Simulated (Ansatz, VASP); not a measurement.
# Two plane-wave programs on IrRu2

The input INCAR:

```
PREC = Accurate ; ENCUT = 600
EDIFF = 1E-6 ; ISMEAR = 0
SIGMA = 0.1 ; LREAL = F
LASPH = T ; NELM = 60
ALGO = Fast ; ISIF = 3
LWAVE = F ; LCHARG = F
GGA = PE ; IBRION = 2
NSW = 100 ; EDIFFG = -0.01
```

KPOINTS

```
regular mesh
0
Gamma
  18 18 4
```

POSCAR

```
IrRu2
1.0
    2.7600039530      0.0000000000      0.0000000000
   -1.3800019765      2.3902335378      0.0000000000
    0.0000000000      0.0000000000     12.7952584952
Ru Ir
4 2
Direct
    0.3333333333      0.6666666667      0.9189240941
    0.3333333333      0.6666666667      0.5810759059
    0.6666666667      0.3333333333      0.0810759059
    0.6666666667      0.3333333333      0.4189240941
    0.3333333333      0.6666666667      0.2500000000
    0.6666666667      0.3333333333      0.7500000000
```

Input for Ansatz:

```yaml
crystal:
  lattice:
    - [2.760003953, 0.0, 0.0]
    - [-1.3800019765, 2.3902335378, 0.0]
    - [0.0, 0.0, 12.7952584952]
  atoms:
    - { symbol: Ru, position: [0.3333333333, 0.6666666667, 0.9189240941] }
    - { symbol: Ru, position: [0.3333333333, 0.6666666667, 0.5810759059] }
    - { symbol: Ru, position: [0.6666666667, 0.3333333333, 0.0810759059] }
    - { symbol: Ru, position: [0.6666666667, 0.3333333333, 0.4189240941] }
    - { symbol: Ir, position: [0.3333333333, 0.6666666667, 0.25] }
    - { symbol: Ir, position: [0.6666666667, 0.3333333333, 0.75] }
basis:
  ecutwfc: 420
kpoints:
  mp_grid: { grid: [18, 18, 4] }
hamiltonian:
  xc: pbe
scf:
  occupations: { method: gaussian, width: 0.1 }
output:
  forces: true
  stress: true
  eigenvalues: true
relax:
  adjacent_minimum: "off"
  f_tol: 0.01
  max_steps: 80
  cell: { stress_tol: 0.05 }
```

Alike in both runs: task relaxation of cell and atoms; functional PBE; k mesh 18 × 18 × 4; occupations gaussian, width 0.1 eV; no spin polarisation.

```csv
,VASP,Ansatz
version,VASP 6.6.1,Ansatz 0.2.0
potentials or method,"VASP PAW PBE potentials, release 64 (Ru_pv, Ir), cutoff 600 eV","scalar-relativistic, plane waves, PAW"
valence electrons in the cell,74,98
```

|  | VASP | Ansatz | Ansatz less VASP |
| --- | --- | --- | --- |
| gap on the k mesh at the Fermi level, each at its own relaxed structure (eV) | none | none | - |
| relaxed volume (Å³/atom) | 14.01 | 14.01 | -0.005 |
| relaxed length of the cell vector where the two differ most in proportion (Å) | 2.733 | 2.732 | -0.0004 |

A gap of «none» marks a metal or a gap that the smearing closes. VASP's potentials hold 74 valence electrons a cell and Ansatz's 98, so a difference there can come from the potentials and not from the codes.

Spin-orbit coupling is off throughout.
